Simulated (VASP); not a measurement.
Runs of VASP 6.6.1 on TiO2. The structure is that of space group P4_2/mnm (No. 136), or close to it. The cells are those of the table. 

```csv
level,cell,gap on the mesh (eV),pressure (GPa),largest force (eV/Å)
PBE+D3(BJ),"a = 4.644, b = 4.644, c = 2.976 Å, 6 atoms",1.79,-4.6,0.07
RPBE+D4,"a = 4.670, b = 4.670, c = 2.977 Å, 6 atoms",1.86,-7.0,0.02
PBE+D3(BJ),"a = 4.651, b = 4.651, c = 2.966 Å, 6 atoms",1.83,(a),0.03
PBE+D3(BJ),"a = 4.690, b = 4.690, c = 2.974 Å, 6 atoms",1.83,(b),0.03
RPBE+D4,"a = 4.632, b = 4.632, c = 2.968 Å, 6 atoms",1.86,-3.6,0.02
```

Alike in all rows: task single point; potentials or basis VASP PAW PBE potentials, release 64 (Ti_sv, O); no spin polarisation; k mesh 6 × 6 × 8; cutoff (eV) 600; smearing gaussian 0.05 eV.

**Question.** Estimate the missing entries.

**Answer.** (a) -4.1; (b) -7.6.

Caveats: three body term missing (some runs); the PAW data sets were made with another functional, which shifts forces and pressure a little (some runs).

A k mesh can miss the band edges.
